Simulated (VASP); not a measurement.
# Cd (Fm-3m) in VASP: a series of runs

Cd is run at these levels: LDA; tasks: single point, relaxation of cell and atoms.

Program: VASP 6.6.1. These are calculated values, not measurements. Logs are shortened: lines on timing, memory, paths and dates and some standing lists are left out, and cuts for length are marked.

### 1 The cell of the first run

Symmetry: Fm-3m, No. 225, cubic system. The conventional cell has a = 4.094 Å, b = 4.094 Å, c = 4.094 Å, α = 90.00°, β = 90.00°, γ = 90.00°. Within 3.8 Å of Cd (site symmetry m-3m) lie 12 Cd at 2.89 Å.

This isn't the form of Cd at room conditions, which is hcp.

### 2 Single point, LDA

Input file INCAR:

```
  ALGO = Normal
  EDIFF = 1E-6
  ENCUT = 630
  GGA_COMPAT = F
  ISIF = 2
  ISMEAR = 0
  LASPH = T
  LCHARG = F
  LREAL = F
  LWAVE = F
  NBANDS = 16
  NELM = 120
  PREC = Accurate
  SIGMA = 0.05
```

Input file KPOINTS:

```
k-points
0
Gamma
  8 8 8
```

Input file POSCAR:

```
Cd
1.0
    0.0000000000      2.0468446614      2.0468446614
    2.0468446614      0.0000000000      2.0468446614
    2.0468446614      2.0468446614      0.0000000000
Cd
1
Direct
    0.0000000000      0.0000000000      0.0000000000
```

Potentials or basis: VASP PAW LDA potentials, release 64 (Cd_sv_GW).

Run with:

```console
> cat potpaw_LDA.64/Cd_sv_GW/POTCAR > POTCAR
> mpirun -np 1 vasp_std > vasp.out
```

OUTCAR:

```text
EDIFF = 1E-6
   ENCUT = 630
   ISIF = 2
   ISMEAR = 0
   LASPH = T
   LREAL = F
   NELM = 120
   PREC = Accurate

 ion  position               nearest neighbor table
   1  0.000  0.000  0.000-

  LATTYP: Found a face centered cubic cell.
 ALAT       =     4.0936893228

  Lattice vectors:

 A1 = (   0.0000000000,   2.0468446614,   2.0468446614)
 A2 = (   2.0468446614,   0.0000000000,   2.0468446614)
 A3 = (   2.0468446614,   2.0468446614,   0.0000000000)

Analysis of symmetry for initial positions (statically):
=====================================================================
 Subroutine PRICEL returns:
 Original cell was already a primitive cell.

 Routine SETGRP: Setting up the symmetry group for a
 face centered cubic supercell.

 Subroutine GETGRP returns: Found 48 space group operations
 (whereof 48 operations were pure point group operations)
 out of a pool of 48 trial point group operations.

The static configuration has the point symmetry O_h .

Analysis of symmetry for dynamics (positions and initial velocities):
=====================================================================
 Subroutine PRICEL returns:
 Original cell was already a primitive cell.

 Routine SETGRP: Setting up the symmetry group for a
 face centered cubic supercell.

 Subroutine GETGRP returns: Found 48 space group operations
 (whereof 48 operations were pure point group operations)
 out of a pool of 48 trial point group operations.

The dynamic configuration has the point symmetry O_h .

 Subroutine INISYM returns: Found 48 space group operations
 (whereof 48 operations are pure point group operations),
 and found     1 'primitive' translations

----------------------------------------------------------------------------------------

                                     Primitive cell

  volume of cell :      17.1508

  direct lattice vectors                    reciprocal lattice vectors
     0.000000000  2.046844661  2.046844661    -0.244278430  0.244278430  0.244278430
     2.046844661  0.000000000  2.046844661     0.244278430 -0.244278430  0.244278430
     2.046844661  2.046844661  0.000000000     0.244278430  0.244278430 -0.244278430

  length of vectors
     2.894675480  2.894675480  2.894675480     0.423102652  0.423102652  0.423102652

  position of ions in fractional coordinates (direct lattice)
     0.000000000  0.000000000  0.000000000

  ion indices of the primitive-cell ions
   primitive index   ion index
                 1           1

----------------------------------------------------------------------------------------

 KPOINTS: k-points

Automatic generation of k-mesh.
 Grid dimensions read from file:
 generate k-points for:    8    8    8

 Generating k-lattice:

  Cartesian coordinates                     Fractional coordinates (reciprocal lattice)
    -0.030534804  0.030534804  0.030534804     0.125000000  0.000000000  0.000000000
     0.030534804 -0.030534804  0.030534804     0.000000000  0.125000000  0.000000000
     0.030534804  0.030534804 -0.030534804     0.000000000  0.000000000  0.125000000

  Length of vectors
     0.052887831  0.052887831  0.052887831

  Shift w.r.t. Gamma in fractional coordinates (k-lattice)
     0.000000000  0.000000000  0.000000000

 Subroutine IBZKPT returns following result:
 ===========================================

 Found     29 irreducible k-points:

 Following reciprocal coordinates:
            Coordinates               Weight
  0.000000  0.000000  0.000000      1.000000
  0.125000  0.000000  0.000000      8.000000
  0.250000  0.000000  0.000000      8.000000
  0.375000  0.000000  0.000000      8.000000
  0.500000  0.000000  0.000000      4.000000
  0.125000  0.125000  0.000000      6.000000
[... 16 lines left out ...]
  0.500000  0.250000  0.125000     48.000000
 -0.375000  0.250000  0.125000     24.000000
 [... further k-points ...]
   k-points           NKPTS =     29   k-points in BZ     NKDIM =     29   number of bands    NBANDS=     16
   number of dos      NEDOS =    301   number of ions     NIONS =      1
   total plane-waves  NPLWV =  13824
   dimension x,y,z NGX =    24 NGY =   24 NGZ =   24
   dimension x,y,z NGXF=    48 NGYF=   48 NGZF=   48
   ions per type =               1
   NGX,Y,Z   is equivalent  to a cutoff of  13.78, 13.78, 13.78 a.u.
   NGXF,Y,Z  is equivalent  to a cutoff of  27.57, 27.57, 27.57 a.u.
 SYSTEM =  unknown system
   PREC   = accura    normal or accurate (medium, high low for compatibility)
   ISTART =      0    job   : 0-new  1-cont  2-samecut
   ICHARG =      2    charge: 1-file 2-atom 10-const
   ISPIN  =      1    spin polarized calculation?
   LNONCOLLINEAR =      F non collinear calculations
   LSORBIT =      F    spin-orbit coupling
   LASPH  =      T    aspherical Exc in radial PAW
   ENCUT  =  630.0 eV  46.30 Ry    6.80 a.u.   5.92  5.92  5.92*2*pi/ulx,y,z
   NELM   =    120;   NELMIN=  2; NELMDL= -5     # of ELM steps
   EDIFF  = 0.1E-05   stopping-criterion for ELM
   LREAL  =      F    real-space projection
   EDIFFG = 0.1E-04   stopping-criterion for IOM
   NSW    =      0    number of steps for IOM
   IBRION =     -1    ionic relax: 0-MD 1-quasi-New 2-CG
   NFREE  =      0    steps in history (QN), initial steepest desc. (CG)
   ISIF   =      2    stress and relaxation
   ISYM   =      2    0-nonsym 1-usesym 2-fastsym
   POTIM  = 0.5000    time-step for ionic-motion
   TEBEG  =    0.0;   TEEND  =   0.0 temperature during run
   PSTRESS=    0.0 pullay stress
   NELECT =      20.0000    total number of electrons
   NUPDOWN=      -1.0000    fix difference up-down
   EMIN   =  10.00;   EMAX   =-10.00  energy-range for DOS
   EFERMI =   0.00;   METHOD = LEGACY
   ISMEAR =     0;   SIGMA  =   0.05  broadening in eV -4-tet -1-fermi 0-gaus
   EFERMI_NEDOS =   21; number of points for ismear=-14 and -15
   IALGO  =     38    algorithm
   IMIX   =      4    mixing-type and parameters
     AMIX     =   0.40;   BMIX     =  1.00
     AMIX_MAG =   1.60;   BMIX_MAG =  1.00
  volume/ion in A,a.u.               =      17.15       115.74
  Fermi-wavevector in a.u.,A,eV,Ry     =   1.723151  3.256283 40.399080  2.969249
  Thomas-Fermi vector in A             =   2.799081
   LORBIT       =      0    0 simple, 1 ext, 2 COOP (PROOUT), +10 PAW based schemes
   GGA     = CA    functional components
   LHFCALC =     F    Hartree Fock is set to
   AEXX    =    0.0000 exact exchange contribution
   IVDW    =     0    specifies the selected vdW correction
   LEPSILON=     F    determine dielectric tensor
   LRPA    =     F    only Hartree local field effects (RPA)
 non-spin polarized calculation
 Gauss-broadening in eV      SIGMA  =   0.05
  energy-cutoff  :      630.00
  volume of cell :       17.15
 maximum number of plane-waves:       636
   NGX = 11   NGY = 11   NGZ = 11

 number of electron      20.0000009 magnetization

 Free energy of the ion-electron system (eV)
  ---------------------------------------------------
  ext. energy  EPLUGINS =         0.00000000
  ---------------------------------------------------
  free energy    TOTEN  =        -1.38647960 eV

  energy without entropy =       -1.38518597  energy(sigma->0) =       -1.38583279

 E-fermi :   8.7094     XC(G=0): -13.0415

 val. band max:        8.7019987185   @ k =  -0.3750   0.2500   0.1250
 cond. band min:       8.9885142778   @ k =   0.5000   0.1250   0.0000
 fundamental gap:      0.2865155593
 Fermi energy:         8.7094402753

 k-point     1 :       0.0000    0.0000    0.0000
  band No.  band energies     occupation
      1     -93.9940      2.00000
      2     -55.3125      2.00000
      3     -55.3125      2.00000
      4     -55.3125      2.00000
      5      -1.8721      2.00000
      6      -0.9731      2.00000
[... 8 lines left out ...]
     15      30.3063      0.00000
     16      30.3063      0.00000

 k-point     2 :       0.1250    0.0000    0.0000
  band No.  band energies     occupation
      1     -93.9925      2.00000
      2     -55.3275      2.00000
      3     -55.3149      2.00000
      4     -55.3149      2.00000
      5      -1.4882      2.00000
      6      -0.9379      2.00000
[... 8 lines left out ...]
     15      29.2314      0.00000
     16      30.1211      0.00000

 k-point     3 :       0.2500    0.0000    0.0000
  band No.  band energies     occupation
      1     -93.9890      2.00000
      2     -55.3638      2.00000
      3     -55.3205      2.00000
      4     -55.3205      2.00000
      5      -1.5487      2.00000
      6      -0.8131      2.00000
[... 8 lines left out ...]
     15      28.8020      0.00000
     16      28.9165      0.00000

 k-point     4 :       0.3750    0.0000    0.0000
  band No.  band energies     occupation
      1     -93.9854      2.00000
      2     -55.3998      2.00000
      3     -55.3262      2.00000
      4     -55.3262      2.00000
      5      -1.8185      2.00000
      6      -0.9139      2.00000
[... 8 lines left out ...]
     15      28.1161      0.00000
     16      28.1161      0.00000

 k-point     5 :       0.5000    0.0000    0.0000
  band No.  band energies     occupation
      1     -93.9839      2.00000
      2     -55.4146      2.00000
      3     -55.3285      2.00000
      4     -55.3285      2.00000
      5      -1.9308      2.00000
      6      -0.9729      2.00000
[... 8 lines left out ...]
     15      27.9324      0.00000
     16      27.9324      0.00000

 k-point     6 :       0.1250    0.1250    0.0000
  band No.  band energies     occupation
      1     -93.9920      2.00000
      2     -55.3270      2.00000
      3     -55.3184      2.00000
      4     -55.3184      2.00000
      5      -1.3010      2.00000
      6      -1.1430      2.00000
[... 8 lines left out ...]
     15      28.9270      0.00000
     16      30.8554      0.00000

 k-point     7 :       0.2500    0.1250    0.0000
  band No.  band energies     occupation
      1     -93.9892      2.00000
      2     -55.3539      2.00000
      3     -55.3248      2.00000
      4     -55.3232      2.00000
      5      -1.3603      2.00000
      6      -0.8547      2.00000
[... 8 lines left out ...]
     15      26.8533      0.00000
     16      30.5866      0.00000

 k-point     8 :       0.3750    0.1250    0.0000
  band No.  band energies     occupation
      1     -93.9856      2.00000
      2     -55.3882      2.00000
      3     -55.3306      2.00000
      4     -55.3305      2.00000
      5      -1.6132      2.00000
      6      -0.9329      2.00000
[... 8 lines left out ...]
     15      29.5555      0.00000
     16      30.3737      0.00000

 k-point     9 :       0.5000    0.1250    0.0000
  band No.  band energies     occupation
      1     -93.9834      2.00000
      2     -55.4086      2.00000
      3     -55.3375      2.00000
      4     -55.3321      2.00000
      5      -1.7461      2.00000
      6      -1.0551      2.00000
[... 8 lines left out ...]
     15      29.5357      0.00000
     16      29.6583      0.00000
[... 172 lines left out ...]
 k-point    19 :       0.5000    0.3750    0.0000
  band No.  band energies     occupation
      1     -93.9810      2.00000
      2     -55.4032      2.00000
      3     -55.3567      2.00000
      4     -55.3490      2.00000
      5      -1.9299      2.00000
      6      -1.7923      2.00000
[... 8 lines left out ...]
     15      24.8940      0.00000
     16      34.2878      0.00000

 k-point    20 :      -0.3750    0.3750    0.0000
  band No.  band energies     occupation
      1     -93.9808      2.00000
      2     -55.3937      2.00000
      3     -55.3735      2.00000
      4     -55.3447      2.00000
      5      -1.7718      2.00000
      6      -1.3770      2.00000
[... 8 lines left out ...]
     15      29.3489      0.00000
     16      32.9354      0.00000

 k-point    21 :       0.5000    0.5000    0.0000
  band No.  band energies     occupation
      1     -93.9805      2.00000
      2     -55.4102      2.00000
      3     -55.3527      2.00000
      4     -55.3527      2.00000
      5      -2.0571      2.00000
      6      -2.0173      2.00000
[... 8 lines left out ...]
     15      22.4242      0.00000
     16      35.0836      0.00000

 k-point    22 :       0.3750    0.2500    0.1250
  band No.  band energies     occupation
      1     -93.9863      2.00000
      2     -55.3730      2.00000
      3     -55.3397      2.00000
      4     -55.3273      2.00000
      5      -1.3857      2.00000
      6      -0.9879      2.00000
[... 8 lines left out ...]
     15      26.4751      0.00000
     16      30.0535      0.00000

 k-point    23 :       0.5000    0.2500    0.1250
  band No.  band energies     occupation
      1     -93.9834      2.00000
      2     -55.3928      2.00000
      3     -55.3513      2.00000
      4     -55.3339      2.00000
      5      -1.4454      2.00000
      6      -1.1110      2.00000
[... 8 lines left out ...]
     15      28.1346      0.00000
     16      31.2616      0.00000

 k-point    24 :      -0.3750    0.2500    0.1250
  band No.  band energies     occupation
      1     -93.9822      2.00000
      2     -55.4015      2.00000
      3     -55.3550      2.00000
      4     -55.3373      2.00000
      5      -1.4698      2.00000
      6      -1.2235      2.00000
[... 8 lines left out ...]
     15      28.5963      0.00000
     16      32.9363      0.00000

 [... further k-points ...]

------------------------ aborting loop because EDIFF is reached ----------------------------------------

  FORCE on cell =-STRESS in cart. coord.  units (eV):
  Direction    XX          YY          ZZ          XY          YZ          ZX
  --------------------------------------------------------------------------------------
  -------------------------------------------------------------------------------------
  Total        1.6198070      1.6198070      1.6198070     -0.0000000     -0.0000000     -0.0000000
  in kB      151.3175162    151.3175162    151.3175162     -0.0000000     -0.0000000     -0.0000000
  external PRESSURE =     151.3175162 kB  Pullay stress =       0.0000000 kB

 VOLUME and BASIS-vectors are now :
 -----------------------------------------------------------------------------
  energy-cutoff  :      630.00
  volume of cell :       17.15
      direct lattice vectors                 reciprocal lattice vectors
     0.000000000  2.046844661  2.046844661    -0.244278430  0.244278430  0.244278430
     2.046844661  0.000000000  2.046844661     0.244278430 -0.244278430  0.244278430
     2.046844661  2.046844661  0.000000000     0.244278430  0.244278430 -0.244278430

 POSITION                                       TOTAL-FORCE (eV/Angst)
 -----------------------------------------------------------------------------------
      0.00000      0.00000      0.00000         0.000000      0.000000      0.000000
 -----------------------------------------------------------------------------------
    total drift:                               -0.000000     -0.000000     -0.000000

  FREE ENERGIE OF THE ION-ELECTRON SYSTEM (eV)
  ---------------------------------------------------
  free  energy   TOTEN  =        -1.3864795992 eV

  energy  without entropy=       -1.3851859748  energy(sigma->0) =       -1.38583279
```

It took 8.6 s on 1 thread of AMD EPYC 7R13 (Zen 3), shared host; peak memory 0.11 GiB.

What came out:

```yaml
Free_energy: -1.3865 eV
Pressure: 15.1 GPa
Band_gap_on_the_k_mesh: zero (bands 10 and 11 overlap by 3.11 eV)
```

Caveat: the cell stands under pressure.

(Part 1 of 2 ends here.)

The gap in the log of VASP goes by the Fermi energy; the results here count the filled bands.